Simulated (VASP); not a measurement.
The system is Al2O3.

```
CELL_PARAMETERS angstrom
-2.79769 2.79769 9.69147
2.79769 -2.79769 9.69147
2.79769 2.79769 -9.69147
ATOMIC_POSITIONS crystal
Al 0.08333 0.08333 0.00000
Al 0.83333 0.33333 0.50000
Al 0.91667 0.91667 0.00000
Al 0.66667 0.16667 0.50000
O 0.00000 0.00000 0.00000
O 0.37500 0.12500 0.25000
O 0.87500 0.12500 0.75000
O 0.87500 0.12500 0.25000
O 0.87500 0.62500 0.75000
O 0.75000 0.25000 0.50000
```

- Program: VASP 6.6.1
- Task: relaxation of cell and atoms
- Functional: PBE
- Potentials or basis: VASP PAW PBE potentials, release 64 (Al, O)
- Cutoff: 600 eV
- k mesh: 4 × 4 × 4
- Occupations: gaussian, width 0.1 eV
- Spin: no spin polarisation

At the start: pressure 9.1 GPa; volume 30.34 Å³/atom.

Question: How do energy, volume and symmetry change on relaxing?

Answer: Over 11 steps the energy falls by 105.7 meV/atom and the volume is 34.54 Å³/atom (+13.8 %); space group I4_1/amd (No. 141, to 0.05 Å).

Step by step:
| step | energy change (eV) | largest force (eV/Å) | pressure (GPa) | volume (Å³) |
| --- | --- | --- | --- | --- |
| 1 | 0.0000 | 0.0356 | 9.10 | 303.42 |
| 2 | 0.1799 | 0.9602 | -5.95 | 385.21 |
| 3 | -1.0031 | 0.8380 | 0.14 | 339.48 |
| 4 | -1.0040 | 0.8258 | 0.34 | 338.38 |
| 5 | -0.9652 | 1.4615 | -0.21 | 345.29 |
| 6 | -1.0452 | 0.1067 | 0.04 | 341.28 |
| 7 | -1.0494 | 0.0902 | 0.10 | 341.75 |
| 8 | -1.0552 | 0.0490 | 0.26 | 343.15 |
| 9 | -1.0562 | 0.0968 | -0.09 | 345.68 |
| 10 | -1.0566 | 0.0451 | 0.03 | 344.77 |
| 11 | -1.0567 | 0.0335 | -0.04 | 345.40 |

Final structure:
```
Al O
1.0
    -2.92343    2.92343   10.10351
     2.92343   -2.92343   10.10351
     2.92343    2.92343  -10.10351
Al O
4 6
Direct
  0.08334 0.08334 0.00000
  0.83334 0.33334 0.50000
  0.91666 0.91666 0.00000
  0.66666 0.16666 0.50000
  0.00000 0.00000 0.00000
  0.37500 0.12500 0.25000
  0.87500 0.12500 0.75000
  0.87500 0.12500 0.25000
  0.87500 0.62500 0.75000
  0.75000 0.25000 0.50000
```
